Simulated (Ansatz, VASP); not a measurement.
Given: the input of a run of VASP 6.6.1 on Y.

The input INCAR:

```
ALGO     = Fast           # electronic algorithm
EDIFF    = 1E-6           # SCF threshold, eV
ENCUT    = 520            # plane-wave cutoff, eV
GGA      = PS             # functional
ISIF     = 2              # what is computed and relaxed
ISMEAR   = -1             # smearing method
LASPH    = T              # aspherical terms in the spheres
LCHARG   = F              # write CHGCAR
LREAL    = F              # projectors in reciprocal space
LWAVE    = F              # write WAVECAR
NBANDS   = 30             # bands
NELM     = 80             # most SCF steps
PREC     = Accurate       # precision mode
SIGMA    = 0.05           # smearing width, eV
```

KPOINTS

```
k-points
0
Gamma
  8 8 3
```

Contents of POSCAR:

```
Y
1.0
    3.6425441402      0.0000000000      0.0000000000
   -1.8212720701      3.1545357598      0.0000000000
    0.0000000000      0.0000000000     11.8441303500
Y
4
Direct
    0.6777760000      0.3332840000      0.7514500000
   -0.0014280000     -0.0106300000      0.5045890000
    0.3412610000      0.6721800000      0.2527310000
   -0.0009510000     -0.0075590000     -0.0009290000
```

Potentials or basis: VASP PAW PBE potentials, release 64 (Y_sv).

Run with:

```console
$ cat potpaw_PBE.64/Y_sv/POTCAR > POTCAR
$ mpirun -np 1 vasp_std > vasp.out
```

**Question.** Translate it to Ansatz 0.2.0. Potentials there: all-electron LAPW, scalar-relativistic.

**Answer.** As run (the cutoff follows the program's own potentials):

The input input.yaml:

```yaml
crystal:
  lattice:
    - [3.6425441402, 0.0, 0.0]
    - [-1.8212720701, 3.1545357598, 0.0]
    - [0.0, 0.0, 11.84413035]
  atoms:
    - { symbol: "Y", position: [0.677776, 0.333284, 0.75145] }
    - { symbol: "Y", position: [-0.001428, -0.01063, 0.504589] }
    - { symbol: "Y", position: [0.341261, 0.67218, 0.252731] }
    - { symbol: "Y", position: [-0.000951, -0.007559, -0.000929] }
kpoints:
  mp_grid: { grid: [8, 8, 3] }
scf:
  occupations: { method: fermi_dirac, width: 0.05 }
hamiltonian:
  xc: pbesol
  pseudopotentials: { kind: all_electron, lapw: { basis_error: 0.001 } }
output:
  forces: true
  stress: true
  eigenvalues: true
  populations: true
```

Potentials or basis: all-electron LAPW, scalar-relativistic.

Run with:

```bash
$ ansatz run input.yaml --threads 2 --pin off --max-ram 8192MiB --backend cpu --events-out ev --progress --plain --runs-dir out
```

Both were run:

|  | VASP | Ansatz | Ansatz less VASP |
| --- | --- | --- | --- |
| gap on the k mesh at the Fermi level (eV) | none | none | - |
| pressure (GPa) | -3.6 | -3.5 | +0.09 |
| traceless stress, the component that is largest in VASP (GPa) | -0.36 | -0.36 | -0.004 |
| rms of the force components (eV/Å) | 0.044 | 0.045 | +0.0003 |

VASP's potentials were made for PBE, not for PBEsol. Atom by atom the forces differ by 0.000 eV/Å (rms over components). A gap of «none» marks a metal or a gap that the smearing closes. Ansatz ran all-electron here, and VASP with PAW potentials.
